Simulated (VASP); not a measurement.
# Ag (P6_3/mmc) in VASP: settings compared

Aim: see how the results for Ag move with the level of theory and the settings. Levels: RPBE, r2SCAN, PBE+D3(BJ), PBE+D4. Tasks: single point.

All numbers are computed with VASP 6.6.1; they aren't measurements. Logs are shortened: lines on timing, memory, paths and dates and some standing lists are left out, and cuts for length are marked.

### Step 1. The cell of the first run

It takes space group P6_3/mmc (No. 194, hexagonal). The conventional cell has a = 2.930 Å, b = 2.930 Å, c = 4.790 Å, α = 90.00°, β = 90.00°, γ = 120.00°. Within 3.9 Å of Ag (site symmetry -6m2) lie 12 Ag at 2.93 Å.

This isn't the form of Ag at room conditions, which is fcc.

### Step 2. Single point, RPBE

INCAR reads:

```
SYSTEM = Ag
ALGO = Normal
EDIFF = 1E-6
ENCUT = 400
GGA = RP
GGA_COMPAT = .FALSE.
ISIF = 2
ISMEAR = 1
LASPH = .TRUE.
LCHARG = .FALSE.
LREAL = .FALSE.
LWAVE = .FALSE.
NELM = 120
PREC = Accurate
SIGMA = 0.1
```

KPOINTS reads:

```
k-points
0
Gamma
  13 13 7
```

POSCAR reads:

```
Ag
1.0
    2.9300000000      0.0000000000      0.0000000000
   -1.4650000000      2.5374544331      0.0000000000
    0.0000000000      0.0000000000      4.7900000000
Ag
2
Direct
    0.6666666667      0.3333333333      0.7500000000
    0.3333333333      0.6666666667      0.2500000000
```

Potentials or basis: VASP PAW PBE potentials, release 64 (Ag).

Run with:

```bash
$ cat potpaw_PBE.64/Ag/POTCAR > POTCAR
$ mpirun -np 1 vasp_std > vasp.out
```

OUTCAR:

```text
SYSTEM = Ag
   EDIFF = 1E-6
   ENCUT = 400
   GGA = RP
   ISIF = 2
   ISMEAR = 1
   LASPH = .TRUE.
   LREAL = .FALSE.
   NELM = 120
   PREC = Accurate

 Found     84 irreducible k-points:

 Following reciprocal coordinates:
            Coordinates               Weight
  0.000000  0.000000  0.000000      1.000000
  0.076923 -0.000000  0.000000      6.000000
  0.153846  0.000000  0.000000      6.000000
  0.230769 -0.000000  0.000000      6.000000
  0.307692  0.000000  0.000000      6.000000
  0.384615 -0.000000  0.000000      6.000000
   k-points           NKPTS =     84   k-points in BZ     NKDIM =     84   number of bands    NBANDS=     15
   number of dos      NEDOS =    301   number of ions     NIONS =      2
   total plane-waves  NPLWV =  12800
   dimension x,y,z NGX =    20 NGY =   20 NGZ =   32
   dimension x,y,z NGXF=    40 NGYF=   40 NGZF=   64
   ions per type =               2
   NGX,Y,Z   is equivalent  to a cutoff of  11.35, 11.35, 11.11 a.u.
   NGXF,Y,Z  is equivalent  to a cutoff of  22.70, 22.70, 22.21 a.u.
 SYSTEM =  Ag
   PREC   = accura    normal or accurate (medium, high low for compatibility)
   ISTART =      0    job   : 0-new  1-cont  2-samecut
   ICHARG =      2    charge: 1-file 2-atom 10-const
   ISPIN  =      1    spin polarized calculation?
   LNONCOLLINEAR =      F non collinear calculations
   LSORBIT =      F    spin-orbit coupling
   LASPH  =      T    aspherical Exc in radial PAW
   ENCUT  =  400.0 eV  29.40 Ry    5.42 a.u.   4.78  4.78  7.81*2*pi/ulx,y,z
   NELM   =    120;   NELMIN=  2; NELMDL= -5     # of ELM steps
   EDIFF  = 0.1E-05   stopping-criterion for ELM
   LREAL  =      F    real-space projection
   EDIFFG = 0.1E-04   stopping-criterion for IOM
   NSW    =      0    number of steps for IOM
   IBRION =     -1    ionic relax: 0-MD 1-quasi-New 2-CG
   NFREE  =      0    steps in history (QN), initial steepest desc. (CG)
   ISIF   =      2    stress and relaxation
   ISYM   =      2    0-nonsym 1-usesym 2-fastsym
   POTIM  = 0.5000    time-step for ionic-motion
   TEBEG  =    0.0;   TEEND  =   0.0 temperature during run

   SCALEE = 1.0000    scale energy and forces
   PSTRESS=    0.0 pullay stress
   NELECT =      22.0000    total number of electrons
   NUPDOWN=      -1.0000    fix difference up-down
   EMIN   =  10.00;   EMAX   =-10.00  energy-range for DOS
   EFERMI =   0.00;   METHOD = LEGACY
   ISMEAR =     1;   SIGMA  =   0.10  broadening in eV -4-tet -1-fermi 0-gaus
   EFERMI_NEDOS =   21; number of points for ismear=-14 and -15
   IALGO  =     38    algorithm
   IMIX   =      4    mixing-type and parameters
     AMIX     =   0.40;   BMIX     =  1.00
     AMIX_MAG =   1.60;   BMIX_MAG =  1.00
  volume/ion in A,a.u.               =      17.81       120.16
  Fermi-wavevector in a.u.,A,eV,Ry     =   1.394275  2.634799 26.449782  1.944004
  Thomas-Fermi vector in A             =   2.517840
   LORBIT       =      0    0 simple, 1 ext, 2 COOP (PROOUT), +10 PAW based schemes
   GGA     = RP    functional components
   LHFCALC =     F    Hartree Fock is set to
   AEXX    =    0.0000 exact exchange contribution
   IVDW    =     0    specifies the selected vdW correction
   LEPSILON=     F    determine dielectric tensor
   LRPA    =     F    only Hartree local field effects (RPA)

   CSHIFT  =0.1000    complex shift for real part using Kramers Kronig

   OMEGAMAX=  -1.0    maximum frequency
 non-spin polarized calculation
 Methfessel and Paxton  Order N= 1 SIGMA  =   0.10
  energy-cutoff  :      400.00
  volume of cell :       35.61
 maximum number of plane-waves:       664
 NGX is ok and might be reduce to    20
   NGX =  9   NGY =  9   NGZ = 15

 number of electron      22.0000007 magnetization

 Free energy of the ion-electron system (eV)
  ---------------------------------------------------
  ext. energy  EPLUGINS =         0.00000000
  ---------------------------------------------------
  free energy    TOTEN  =        -4.37497259 eV

  energy without entropy =       -4.37449344  energy(sigma->0) =       -4.37481287

 E-fermi :   8.0415     XC(G=0): -11.8154

 val. band max:        8.0066234264   @ k =   0.3846  -0.0000   0.4286
 cond. band min:       8.0445213296   @ k =   0.2308   0.0769   0.2857
 fundamental gap:      0.0378979032
 Fermi energy:         8.0414938866

 k-point     1 :       0.0000    0.0000    0.0000
  band No.  band energies     occupation
      1       0.5645      2.00000
      2       1.8443      2.00000
      3       3.3037      2.00000
      4       3.3895      2.00000
      5       3.3895      2.00000
      6       3.6073      2.00000
      7       3.6073      2.00000
      8       3.9388      2.00000
      9       3.9388      2.00000
     10       4.8705      2.00000
     11       4.8705      2.00000
     12       7.7217      2.00006
     13      11.3577      0.00000
     14      23.4979      0.00000
     15      25.3742      0.00000

 k-point     2 :       0.0769   -0.0000    0.0000
  band No.  band energies     occupation
      1       0.7228      2.00000
      2       1.9334      2.00000
      3       3.2099      2.00000
      4       3.4703      2.00000
      5       3.4771      2.00000
      6       3.5800      2.00000
      7       3.6809      2.00000
      8       3.8636      2.00000
      9       3.8924      2.00000
     10       4.6191      2.00000
     11       4.8903      2.00000
     12       8.1652     -0.07087
     13      11.3955      0.00000
     14      22.9554      0.00000
     15      24.2492      0.00000

 k-point     3 :       0.1538    0.0000    0.0000
  band No.  band energies     occupation
      1       1.1684      2.00000
      2       2.1469      2.00000
      3       3.0762      2.00000
      4       3.4753      2.00000
      5       3.5887      2.00000
      6       3.7010      2.00000
      7       3.7036      2.00000
      8       3.7744      2.00000
      9       3.8903      2.00000
     10       4.2218      2.00000
     11       4.9344      2.00000
     12       9.1935     -0.00000
     13      11.5269      0.00000
     14      20.5218      0.00000
     15      23.0235      0.00000

 k-point     4 :       0.2308   -0.0000    0.0000
  band No.  band energies     occupation
      1       1.7618      2.00000
      2       2.2825      2.00000
      3       3.0967      2.00000
      4       3.1402      2.00000
      5       3.4406      2.00000
      6       3.6262      2.00000
      7       3.9722      2.00000
      8       4.0441      2.00000
      9       4.0684      2.00000
     10       4.2012      2.00000
     11       4.9789      2.00000
     12      10.4974      0.00000
     13      11.8041      0.00000
     14      17.7387      0.00000
     15      21.4439      0.00000

 k-point     5 :       0.3077    0.0000    0.0000
  band No.  band energies     occupation
      1       2.1008      2.00000
      2       2.2408      2.00000
      3       2.7146      2.00000
      4       3.4603      2.00000
      5       3.4846      2.00000
      6       3.5516      2.00000
      7       3.8057      2.00000
      8       4.4323      2.00000
      9       4.5570      2.00000
     10       4.7663      2.00000
     11       5.0120      2.00000
     12      11.9500      0.00000
     13      12.2823      0.00000
     14      15.0638      0.00000
     15      20.0995      0.00000

 k-point     6 :       0.3846   -0.0000    0.0000
  band No.  band energies     occupation
      1       1.9987      2.00000
      2       2.2565      2.00000
      3       2.4081      2.00000
      4       3.3758      2.00000
      5       3.6877      2.00000
      6       3.6888      2.00000
      7       3.9549      2.00000
      8       4.7690      2.00000
      9       4.8836      2.00000
     10       5.0317      2.00000
     11       5.9814      2.00000
     12      12.1079      0.00000
     13      13.4532      0.00000
     14      13.5456      0.00000
     15      19.1012      0.00000

 [... further k-points ...]

------------------------ aborting loop because EDIFF is reached ----------------------------------------

  FORCE on cell =-STRESS in cart. coord.  units (eV):
  Direction    XX          YY          ZZ          XY          YZ          ZX
  --------------------------------------------------------------------------------------
  -------------------------------------------------------------------------------------
  Total        0.6924801      0.6924801      1.0665567     -0.0000000      0.0000000      0.0000000
  in kB       31.1541934     31.1541934     47.9836345     -0.0000000      0.0000000      0.0000000
  external PRESSURE =      36.7640071 kB  Pullay stress =       0.0000000 kB

 VOLUME and BASIS-vectors are now :
 -----------------------------------------------------------------------------
  energy-cutoff  :      400.00
  volume of cell :       35.61
      direct lattice vectors                 reciprocal lattice vectors
     2.930000000  0.000000000  0.000000000     0.341296928  0.197047873  0.000000000
    -1.465000000  2.537454433  0.000000000     0.000000000  0.394095747  0.000000000
     0.000000000  0.000000000  4.790000000     0.000000000  0.000000000  0.208768267

 POSITION                                       TOTAL-FORCE (eV/Angst)
 -----------------------------------------------------------------------------------
      1.46500      0.84582      3.59250        -0.000000      0.000000      0.000000
     -0.00000      1.69164      1.19750         0.000000     -0.000000      0.000000
 -----------------------------------------------------------------------------------
    total drift:                               -0.000000      0.000000     -0.000000

  FREE ENERGIE OF THE ION-ELECTRON SYSTEM (eV)
  ---------------------------------------------------
  free  energy   TOTEN  =        -4.3749725940 eV

  energy  without entropy=       -4.3744934362  energy(sigma->0) =       -4.37481287
```

Run time: 10 s. Hardware: 1 thread of Intel Xeon 6975P-C (Granite Rapids), shared host; peak memory 0.14 GiB.

Results:

```
Free energy            : -4.3750 eV
Pressure               : 3.7 GPa
Band gap on the k mesh : zero (bands 11 and 12 overlap by 6.33 eV)
```

Caveat: the cell stands under pressure; the PAW data sets were made with another functional, which shifts forces and pressure a little.

(Continued in part 2 of 2.)
